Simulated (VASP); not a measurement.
# C (I4_1/amd) in VASP: electric field gradients with LDA

Aim: the electric field gradients of C with LDA.

Program: VASP 6.6.1. These are calculated values, not measurements. Logs are shortened: lines on timing, memory, paths and dates and some standing lists are left out, and cuts for length are marked.

## (1) The cell of the first run

The structure is tetragonal, space group I4_1/amd (No. 141). The conventional cell has a = 2.497 Å, b = 2.497 Å, c = 3.567 Å, α = 90.00°, β = 90.00°, γ = 90.00°. C (site symmetry -4m2) has 4 C at 1.53 Å within 2.0 Å.

## (2) Electric field gradients, LDA (equal xx and yy strain of -1 %)

INCAR reads:

```
SYSTEM = C
ALGO = Normal
EDIFF = 1E-8
ENCUT = 1000
GGA_COMPAT = .FALSE.
ISIF = 2
ISMEAR = -1
LASPH = .TRUE.
LCHARG = .FALSE.
LEFG = .TRUE.
LREAL = .FALSE.
LWAVE = .FALSE.
NBANDS = 11
NELM = 120
PREC = Accurate
SIGMA = 0.03
```

KPOINTS reads:

```
k-points
0
G
  16 16 16
  0 0 0
```

POSCAR reads:

```
C
1.0
    0.0000000000      1.7655660000      1.7834000000
    1.7655660000      0.0000000000      1.7834000000
    1.7655660000      1.7655660000      0.0000000000
C
2
Direct
    0.5000000000      0.5000000000      0.5000000000
    0.7500000000      0.7500000000      0.7500000000
```

Potentials or basis: VASP PAW LDA potentials, release 64 (C_h).

Started as:

```
$ cat potpaw_LDA.64/C_h/POTCAR > POTCAR
$ mpirun -np 1 vasp_std > vasp.out
```

OUTCAR:

```text
SYSTEM = C
   EDIFF = 1E-8
   ENCUT = 1000
   ISIF = 2
   ISMEAR = -1
   LASPH = .TRUE.
   LREAL = .FALSE.
   NELM = 120
   PREC = Accurate

 ion  position               nearest neighbor table
   1  0.500  0.500  0.500-
   2  0.750  0.750  0.750-

  LATTYP: Found a body centered tetragonal cell.
 ALAT       =     2.4968873825
 C/A-ratio  =     1.4284985479

  Lattice vectors:

 A1 = (  -1.7655660000,   0.0000000000,   1.7834000000)
 A2 = (   1.7655660000,   0.0000000000,   1.7834000000)
 A3 = (   0.0000000000,   1.7655660000,  -1.7834000000)

Analysis of symmetry for initial positions (statically):
=====================================================================
 Subroutine PRICEL returns:
 Original cell was already a primitive cell.

 Routine SETGRP: Setting up the symmetry group for a
 body centered tetragonal supercell.

 Subroutine GETGRP returns: Found 16 space group operations
 (whereof  8 operations were pure point group operations)
 out of a pool of 16 trial point group operations.

The static configuration has the point symmetry D_2d.
 The point group associated with its full space group is D_4h.

Analysis of symmetry for dynamics (positions and initial velocities):
=====================================================================
 Subroutine PRICEL returns:
 Original cell was already a primitive cell.

 Routine SETGRP: Setting up the symmetry group for a
 body centered tetragonal supercell.

 Subroutine GETGRP returns: Found 16 space group operations
 (whereof  8 operations were pure point group operations)
 out of a pool of 16 trial point group operations.

The dynamic configuration has the point symmetry D_2d.
 The point group associated with its full space group is D_4h.

 Subroutine INISYM returns: Found 16 space group operations
 (whereof  8 operations are pure point group operations),
 and found     1 'primitive' translations

----------------------------------------------------------------------------------------

                                     Primitive cell

  volume of cell :      11.1185

  direct lattice vectors                    reciprocal lattice vectors
     0.000000000  1.765566000  1.783400000    -0.283195304  0.283195304  0.280363351
[... 134 lines left out ...]
 E-fermi :  11.7697     XC(G=0): -13.7497

 val. band max:       11.2369126749   @ k =   0.0000   0.0000   0.0000
 cond. band min:      15.2549815185   @ k =   0.3750   0.0000   0.3750
 fundamental gap:      4.0180688436
 Fermi energy:        11.7697226868

 k-point     1 :       0.0000    0.0000    0.0000
  band No.  band energies     occupation
      1     -10.4039      2.00000
      2      11.0818      2.00000
      3      11.2369      2.00000
      4      11.2369      2.00000
      5      16.7449      0.00000
      6      16.7449      0.00000
      7      16.8685      0.00000
      8      25.1935      0.00000
      9      30.4568      0.00000
     10      37.7450      0.00000
     11      38.2996      0.00000
[... 309 lines left out ...]
 k-point    24 :      -0.0625    0.0625    0.0000
  band No.  band energies     occupation
      1     -10.1100      2.00000
      2       9.7930      2.00000
      3      10.0034      2.00000
      4      11.0619      2.00000
      5      17.0423      0.00000
      6      17.5513      0.00000
      7      18.0274      0.00000
      8      25.3272      0.00000
      9      30.9216      0.00000
     10      34.6345      0.00000
     11      35.8940      0.00000

 [... further k-points ...]

------------------------ aborting loop because EDIFF is reached ----------------------------------------

  FORCE on cell =-STRESS in cart. coord.  units (eV):
  Direction    XX          YY          ZZ          XY          YZ          ZX
  --------------------------------------------------------------------------------------
  -------------------------------------------------------------------------------------
  Total       -0.0093530     -0.0093530     -0.6759076      0.0000000      0.0000000      0.0000000
  in kB       -1.3477605     -1.3477605    -97.3982624      0.0000000      0.0000000      0.0000000
  external PRESSURE =     -33.3645944 kB  Pullay stress =       0.0000000 kB

 VOLUME and BASIS-vectors are now :
 -----------------------------------------------------------------------------
  energy-cutoff  :     1000.00
  volume of cell :       11.12
      direct lattice vectors                 reciprocal lattice vectors
     0.000000000  1.765566000  1.783400000    -0.283195304  0.283195304  0.280363351
     1.765566000  0.000000000  1.783400000     0.283195304 -0.283195304  0.280363351
     1.765566000  1.765566000  0.000000000     0.283195304  0.283195304 -0.280363351

 POSITION                                       TOTAL-FORCE (eV/Angst)
 -----------------------------------------------------------------------------------
      1.76557      1.76557      1.78340         0.000000      0.000000      0.000000
      2.64835      2.64835      2.67510         0.000000      0.000000     -0.000000
 -----------------------------------------------------------------------------------
    total drift:                                0.000000      0.000000     -0.000000

  FREE ENERGIE OF THE ION-ELECTRON SYSTEM (eV)
  ---------------------------------------------------
  free  energy   TOTEN  =       -20.2639928185 eV

  energy  without entropy=      -20.2639928184  energy(sigma->0) =      -20.26399282

 Electric field gradients (V/A^2)
---------------------------------------------------------------------
 ion       V_xx      V_yy      V_zz      V_xy      V_xz      V_yz
---------------------------------------------------------------------
   1      -0.199    -0.199     0.399     0.000     0.000     0.000
   2      -0.199    -0.199     0.399     0.000     0.000     0.000
---------------------------------------------------------------------

 Electric field gradients after diagonalization (V/A^2)
 (convention: |V_zz| > |V_xx| > |V_yy|)
----------------------------------------------------------------------
 ion       V_xx      V_yy      V_zz     asymmetry (V_yy - V_xx)/ V_zz
----------------------------------------------------------------------
   1      -0.200    -0.199     0.399       0.000
   2      -0.200    -0.199     0.399       0.000
----------------------------------------------------------------------

           NMR quadrupolar parameters

 Cq : quadrupolar parameter    Cq=e*Q*V_zz/h
 eta: asymmetry parameters     (V_yy - V_xx)/ V_zz
 Q  : nuclear electric quadrupole moment in mb (millibarn)
----------------------------------------------------------------------
 ion       Cq(MHz)       eta       Q (mb)
----------------------------------------------------------------------
   1       0.001       0.000       1.000
   2       0.001       0.000       1.000
----------------------------------------------------------------------
```

stdout:

```text
POSCAR found type information on POSCAR C
 POSCAR found :  1 types and       2 ions
 scaLAPACK will be used
 LDA part: xc-table for (Slater(with rela. corr.)+CA(PZ))
 , standard interpolation
 POSCAR, INCAR and KPOINTS ok, starting setup
 FFT: planning ... GRIDC
 FFT: planning ... GRID_SOFT
 FFT: planning ... GRID
 WAVECAR not read
 entering main loop
ion   1

ion   2
```

It took 38 s on 1 thread of Intel Xeon 6975P-C (Granite Rapids), shared host; peak memory 0.2 GiB.

Results:

| Property | Result |
| --- | --- |
| Free energy | -20.2640 eV |
| Pressure | -3.3 GPa |
| Band gap on the k mesh | 4.02 eV (least direct gap 5.51 eV) |
| Largest electric field gradient by atom | C +0.4 V/Å² |

Electric field gradients, principal values (V/Å²):
```tsv
atom	least	middle	greatest (by size)
1 C	-0.199	-0.200	0.399
2 C	-0.199	-0.200	0.399
```

Caveat: the cell differs from its parent crystal (equal xx and yy strain of -1 %); the stress differs along the axes, from -10 to -0 GPa; without QUAD_EFG the Cq values of the log hold for a quadrupole moment of 1 mb, not for the nuclei. A k mesh can miss the band edges.
